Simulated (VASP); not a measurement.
IrSe:

```
Ir Se
1.0
     0.00000    2.78206    2.78206
     2.78206    0.00000    2.78206
     2.78206    2.78206    0.00000
Ir Se
1 1
Direct
  0.00000 0.00000 0.00000
  0.25000 0.25000 0.25000
```

Base run:

```yaml
Program: VASP 6.6.1
Functional: PBE
Potentials_or_basis: VASP PAW PBE potentials, release 64 (Ir, Se)
Cutoff: 520 eV
k_mesh: 10 × 10 × 10
Occupations: gaussian, width 0.05 eV
Spin: no spin polarisation
```

Its results: band gap on the k mesh zero (an odd number of electrons rules out a gap without spin polarisation); pressure 0.3 GPa.

The run is repeated on the same cell with these changes: functional from PBE to LDA; potentials or basis from VASP PAW PBE potentials, release 64 (Ir, Se) to VASP PAW LDA potentials, release 64 (Ir, Se). What comes out?

Band gap on the k mesh zero (an odd number of electrons rules out a gap without spin polarisation); pressure -6.8 GPa.

Caveats: spin-orbit coupling is left out, which moves the levels of the heavy elements; the cell stands under tension (at least some runs).
